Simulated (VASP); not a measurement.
Input of a VASP 6.6.1 run:

The input INCAR:

```
SYSTEM = Mo6Se13
PREC = Accurate ; ENCUT = 520
EDIFF = 1E-6 ; ISMEAR = 0
SIGMA = 0.01 ; LREAL = Auto
LASPH = .TRUE. ; NELM = 150
ALGO = Normal ; ISIF = 2
LWAVE = .FALSE. ; LCHARG = .TRUE.
ISPIN = 2 ; MAGMOM = 0 0 0 0 0 0 0 0 0 0 0 0 0 0 0 0 0.333 0 0.333 0.333 0 0 0 0 0 0 0 0 0 0.333 0 0.333 0.333 0 0 0 0 0
LORBIT = 11 ; LMAXMIX = 4
GGA = PE ; IVDW = 12
LELF = .TRUE. ; LVHAR = .TRUE.
NELECT = 326.0 ; NBANDS = 191
LUSENCCL = .FALSE.
```

Contents of KPOINTS:

```
Automatic mesh
0
Gamma
  2 2 2
  0.5 0.5 0.5
```

POSCAR

```
Mo6Se13
1.0
   -4.9814417626      4.7933945709     -7.4957540085
    6.6419223501      1.9173578284     -7.4957540085
   -1.6604805875     -6.7107523993     -7.4957540085
Mo Se
12 26
Direct
    0.8719202440      0.9521269331      0.1756901501
    0.4136653947      0.5603055347      0.0257663978
    0.1765481814      0.8772317183      0.9458103522
    0.7172482714      0.4864781361      0.7960353825
    0.0218439962      0.4103817824      0.5675115485
    0.6421892287      0.2557098098      0.1018627515
    0.9480165977      0.1806507671      0.8710944252
    0.4849675207      0.7945241446      0.7200709619
    0.2560626062      0.1046863465      0.6388136746
    0.7919641984      0.7150097199      0.4926163337
    0.3387701799      0.3304257368      0.3303943353
    0.5662248080      0.0234290592      0.4099087600
    0.3617471774      0.9002087158      0.5155933312
    0.1309014014      0.2119991422      0.4358559662
    0.6735376038      0.8204713508      0.2847475552
    0.4413116241      0.1276548886      0.2068259180
    0.9789095288      0.7475364214      0.0553803144
    0.2820098124      0.6693629398      0.8273837576
    0.9015341605      0.5173710673      0.3629210368
    0.2090748829      0.4399956990      0.1327556827
    0.7463883514      0.0543701264      0.9747122413
    0.5159085879      0.3593276259      0.9002345052
    0.0529797642      0.9797731626      0.7430395040
    0.5891933502      0.5914413026      0.5951577780
    0.8208660875      0.2848498898      0.6697547418
    0.5097216388      0.0481831772      0.6635677926
    0.2781622448      0.3592079509      0.5831187871
    0.8207464125      0.9677341717      0.4320083986
    0.5905755197      0.2768955996      0.3560573250
    0.1242175420      0.8927194932      0.2005173458
    0.4292726333      0.8166237832      0.9745925663
    0.0466711919      0.6626790805      0.5081041086
    0.3542579548      0.5851327304      0.2780636959
    0.8959525644      0.2039369128      0.1242418351
    0.6654753744      0.5088572197      0.0497987182
    0.2022111712      0.1290370582      0.8922802150
    0.7384340611      0.7406727096      0.7444216736
    0.9703956812      0.4344141028      0.8193215282
```

Potentials or basis: VASP PAW PBE potentials, release 64 (Mo_sv, Se).

Command:

```sh
$ cat potpaw_PBE.64/Mo_sv/POTCAR potpaw_PBE.64/Se/POTCAR > POTCAR
$ mpirun -np 1 vasp_std > vasp.out
```

(1) Estimate the site moments.

(2) Predict the dispersion energy per atom.

Results:

(1) Mo +0.32, +0.01, +0.02 (each value once); Se +0.01, +0.00, +0.15 (each value once) μB.

(2) -0.388 eV.

Caveat: the cell carries a net charge on a neutralising background, which shifts energy and pressure; three body term missing.
